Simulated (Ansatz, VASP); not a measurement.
CdI2: VASP beside Ansatz

```
Cd I
1.0
     4.03466    0.00000    0.00000
    -2.01733    3.49412    0.00000
     0.00000    0.00000    6.55027
Cd I
1 2
Cartesian
  0.0000 0.0000 0.0000
  0.0000 2.3294 1.7582
  2.0173 1.1647 4.7921
```

Change from the starting cell: hydrostatic strain -5.0%.

Alike in both runs: task single point; functional HSE06; k mesh 6 × 6 × 4; no spin polarisation.

|  | VASP | Ansatz |
| --- | --- | --- |
| version | VASP 6.6.1 | Ansatz 0.2.0 |
| potentials or method | VASP PAW PBE potentials, release 64 (Cd, I) | plane waves, PAW |
| plane-wave cutoff (eV) | 400 | 420 |
| occupations | gaussian, width 0.01 eV | fixed |
| valence electrons in the cell | 26 | 54 |

VASP gave:

| Property | Result |
| --- | --- |
| gap on the k mesh at the Fermi level (eV) | 3.05 |
| pressure (GPa) | 5.5 |
| traceless stress, the component that is largest in VASP (GPa) | -0.88 |
| rms of the force components (eV/Å) | 0.008 |

Q: What did Ansatz give for the same quantities?

A: gap on the k mesh at the Fermi level (eV): 3.05; pressure (GPa): 5.7; traceless stress, the component that is largest in VASP (GPa): -0.88; rms of the force components (eV/Å): 0.020.

Atom by atom the forces differ by 0.012 eV/Å (rms over components). VASP's potentials hold 26 valence electrons a cell and Ansatz's 54, so a difference there can come from the potentials and not from the codes. Ansatz's warnings: stress exchange threshold loose, stress scf threshold loose.

Spin-orbit coupling is off throughout.
